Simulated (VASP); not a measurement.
# NaLiO2 (I4_1/amd) in VASP: density of states with PBE

Aim: the density of states of NaLiO2 with PBE.

All numbers are computed with VASP 6.6.1; they aren't measurements. Logs are shortened: lines on timing, memory, paths and dates and some standing lists are left out, and cuts for length are marked.

### Step 1. The cell of the first run

Symmetry: I4_1/amd, No. 141, tetragonal system. The conventional cell has a = 4.145 Å, b = 4.145 Å, c = 9.355 Å, α = 90.00°, β = 90.00°, γ = 90.00°. Within 2.7 Å of O (site symmetry 2mm) lie 3 Li at 2.05 to 2.09 Å and 3 Na at 2.09 to 2.63 Å. Within 2.7 Å of Li (site symmetry -4m2) lie 6 O at 2.05 to 2.09 Å. Within 2.8 Å of Na (site symmetry -4m2) lie 6 O at 2.09 to 2.63 Å.

### Step 2. Density of states, PBE

Contents of POSCAR:

```
NaLiO2
1.0
    0.0000000000      4.1449340000      0.0000000000
    4.1449340000      0.0000000000      0.0000000000
    2.0724670000      2.0724670000     -4.6775140000
O Li Na
4 2 2
Direct
    0.2190000000      0.2190000000      0.5620000000
    0.9690000000      0.4690000000      0.0620000000
    0.5310000000      0.0310000000      0.9380000000
    0.7810000000      0.7810000000      0.4380000000
    0.0000000000      0.0000000000      0.0000000000
    0.7500000000      0.2500000000      0.5000000000
    0.5000000000      0.5000000000      0.0000000000
    0.2500000000      0.7500000000      0.5000000000
```

Contents of INCAR.step1:

```
PREC = Accurate ; ENCUT = 650
EDIFF = 1E-6 ; ISMEAR = -1
SIGMA = 0.1 ; LREAL = False
LASPH = True ; NELM = 120
ALGO = Normal ; ISIF = 2
LWAVE = False ; LCHARG = True
GGA = PE ; NBANDS = 32
GGA_COMPAT = False ; NEDOS = 2001
LORBIT = 11
```

Contents of KPOINTS.step1:

```
Automatic mesh
0
Gamma
  9 9 9
```

Contents of INCAR.step2:

```
PREC = Accurate ; ENCUT = 650
EDIFF = 1E-6 ; ISMEAR = -5
SIGMA = 0.1 ; LREAL = False
LASPH = True ; NELM = 120
ALGO = Normal ; ISIF = 2
LWAVE = False ; LCHARG = False
GGA = PE ; LORBIT = 11
NBANDS = 32 ; NEDOS = 1001
ICHARG = 11 ; GGA_COMPAT = False
```

Contents of KPOINTS.step2:

```
Automatic mesh
0
Gamma
  14 14 14
```

Potentials or basis: VASP PAW PBE potentials, release 64 (O, Li_sv, Na_pv).

Command:

```console
> cat potpaw_PBE.64/O/POTCAR potpaw_PBE.64/Li_sv/POTCAR potpaw_PBE.64/Na_pv/POTCAR > POTCAR
> cp INCAR.step1 INCAR
> cp KPOINTS.step1 KPOINTS
> mpirun -np 1 vasp_std > vasp.out
> cp INCAR.step2 INCAR
> cp KPOINTS.step2 KPOINTS
> mpirun -np 1 vasp_std > vasp.out
```

OUTCAR:

```text
PREC = Accurate
   ENCUT = 650
   EDIFF = 1E-6
   ISMEAR = -5
   LREAL = False
   LASPH = True
   NELM = 120
   ISIF = 2
   GGA = PE
   LORBIT = 11
   ICHARG = 11

 ion  position               nearest neighbor table
   1  0.219  0.219  0.562-   5 2.05   8 2.09   6 2.09   6 2.09   8 2.09
   2  0.969  0.469  0.062-   6 2.05   5 2.09   5 2.09   7 2.09   7 2.09
   3  0.531  0.031  0.938-   6 2.05   5 2.09   7 2.09   7 2.09   5 2.09
   4  0.781  0.781  0.438-   5 2.05   6 2.09   8 2.09   6 2.09   8 2.09
   5  0.000  0.000  0.000-   1 2.05   4 2.05   2 2.09   3 2.09   3 2.09   2 2.09
   6  0.750  0.250  0.500-   2 2.05   3 2.05   4 2.09   1 2.09   4 2.09   1 2.09
   7  0.500  0.500  0.000-   3 2.09   2 2.09   3 2.09   2 2.09
   8  0.250  0.750  0.500-   4 2.09   1 2.09   4 2.09   1 2.09

  LATTYP: Found a body centered tetragonal cell.
 ALAT       =     4.1449340000
 C/A-ratio  =     2.2569787601

  Lattice vectors:

 A1 = (  -2.0724670000,   2.0724670000,   4.6775140000)
 A2 = (   2.0724670000,  -2.0724670000,   4.6775140000)
 A3 = (   2.0724670000,   2.0724670000,  -4.6775140000)

Analysis of symmetry for initial positions (statically):
=====================================================================
 Subroutine PRICEL returns:
 Original cell was already a primitive cell.

 Routine SETGRP: Setting up the symmetry group for a
 body centered tetragonal supercell.

 Subroutine GETGRP returns: Found 16 space group operations
 (whereof  8 operations were pure point group operations)
 out of a pool of 16 trial point group operations.

The static configuration has the point symmetry D_2d.
 The point group associated with its full space group is D_4h.

Analysis of symmetry for dynamics (positions and initial velocities):
=====================================================================
 Subroutine PRICEL returns:
 Original cell was already a primitive cell.

 Routine SETGRP: Setting up the symmetry group for a
 body centered tetragonal supercell.

 Subroutine GETGRP returns: Found 16 space group operations
 (whereof  8 operations were pure point group operations)
 out of a pool of 16 trial point group operations.

The dynamic configuration has the point symmetry D_2d.
 The point group associated with its full space group is D_4h.

 Subroutine INISYM returns: Found 16 space group operations
 (whereof  8 operations are pure point group operations),
 and found     1 'primitive' translations

----------------------------------------------------------------------------------------

[... 120 lines left out ...]
   EFERMI =   0.00;   METHOD = LEGACY
   ISMEAR =    -5;   SIGMA  =   0.10  broadening in eV -4-tet -1-fermi 0-gaus
   EFERMI_NEDOS =   21; number of points for ismear=-14 and -15
   IALGO  =     38    algorithm
   IMIX   =      4    mixing-type and parameters
     AMIX     =   0.40;   BMIX     =  1.00
     AMIX_MAG =   1.60;   BMIX_MAG =  1.00
  volume/ion in A,a.u.               =      10.05        67.79
  Fermi-wavevector in a.u.,A,eV,Ry     =   1.339293  2.530897 24.404850  1.793706
  Thomas-Fermi vector in A             =   2.467696
   LORBIT       =     11    0 simple, 1 ext, 2 COOP (PROOUT), +10 PAW based schemes
   GGA     = PE    functional components
   LHFCALC =     F    Hartree Fock is set to
   AEXX    =    0.0000 exact exchange contribution
   IVDW    =     0    specifies the selected vdW correction
   LEPSILON=     F    determine dielectric tensor
   LRPA    =     F    only Hartree local field effects (RPA)
 non-spin polarized calculation
 Fermi weights with tetrahedron method with Bloechl corrections
  energy-cutoff  :      650.00
  volume of cell :       80.36
 maximum number of plane-waves:      3060

 number of electron      43.9999994 magnetization

 Free energy of the ion-electron system (eV)
  ---------------------------------------------------
  ext. energy  EPLUGINS =         0.00000000
  ---------------------------------------------------
  free energy    TOTEN  =       -31.21079244 eV

  energy without entropy =      -31.21079244  energy(sigma->0) =      -31.21079244

 E-fermi :   0.0955     XC(G=0):  -9.9361

 val. band max:        0.1234891511   @ k =  -0.2857  -0.2857   0.2143
 cond. band min:       0.0854690077   @ k =  -0.1429  -0.1429   0.3571
 fundamental gap:     -0.0380201435
 Fermi energy:         0.0954579862

 k-point     1 :       0.0000    0.0000    0.0000
  band No.  band energies     occupation
      1     -41.9872      2.00000
      2     -41.9719      2.00000
      3     -19.6988      2.00000
      4     -19.6410      2.00000
      5     -19.6410      2.00000
      6     -19.6114      2.00000
[... 829 lines left out ...]
     31      14.0107      0.00000
     32      15.4725      0.00000

 [... further k-points ...]
[... 5 lines left out ...]
  --------------------------------------------------------------------------------------
  -------------------------------------------------------------------------------------
  Total        7.8348180      7.8348180     -1.2879596      0.0000000      0.0000000      0.0000000
  in kB      156.2029239    156.2029239    -25.6780774      0.0000000      0.0000000      0.0000000
  external PRESSURE =      95.5759235 kB  Pullay stress =       0.0000000 kB

 VOLUME and BASIS-vectors are now :
 -----------------------------------------------------------------------------
  energy-cutoff  :      650.00
  volume of cell :       80.36
      direct lattice vectors                 reciprocal lattice vectors
     0.000000000  4.144934000  0.000000000     0.000000000  0.241258365  0.106894389
     4.144934000  0.000000000  0.000000000     0.241258365  0.000000000  0.106894389
     2.072467000  2.072467000 -4.677514000     0.000000000  0.000000000 -0.213788778

 POSITION                                       TOTAL-FORCE (eV/Angst)
 -----------------------------------------------------------------------------------
      2.07247      2.07247     -2.62876         0.000000      0.000000     -0.513097
      2.07247      4.14493     -0.29001         0.000000      0.000000     -0.513097
      2.07247      4.14493     -4.38751        -0.000000     -0.000000      0.513097
      4.14493      4.14493     -2.04875        -0.000000     -0.000000      0.513097
      0.00000      0.00000      0.00000        -0.000000     -0.000000      0.000000
      2.07247      4.14493     -2.33876        -0.000000      0.000000      0.000000
      2.07247      2.07247      0.00000         0.000000      0.000000      0.000000
      4.14493      2.07247     -2.33876        -0.000000     -0.000000      0.000000
 -----------------------------------------------------------------------------------
    total drift:                               -0.000000      0.000000      0.000000

  FREE ENERGIE OF THE ION-ELECTRON SYSTEM (eV)
  ---------------------------------------------------
  free  energy   TOTEN  =       -31.2107924350 eV

  energy  without entropy=      -31.2107924350  energy(sigma->0) =      -31.21079244

 total charge

# of ion       s       p       d       tot
------------------------------------------
    1        1.587   3.251   0.000   4.837
    2        1.587   3.251   0.000   4.837
    3        1.587   3.251   0.000   4.837
    4        1.587   3.251   0.000   4.837
    5        2.024   0.059   0.000   2.082
    6        2.024   0.059   0.000   2.082
    7        0.096   6.047   0.000   6.143
    8        0.096   6.047   0.000   6.143
--------------------------------------------------
tot         10.587  25.214   0.000  35.801
```

It took 14 min on 1 thread of Intel Xeon Platinum 8488C (Sapphire Rapids), shared host; peak memory 0.7 GiB.

Results:

| Property | Result |
| --- | --- |
| Valence electrons inside the program's atomic spheres | O 4.84; Li 2.08; Na 6.14 |

Caveat: tetrahedron occupations give inexact forces and stress in metals.
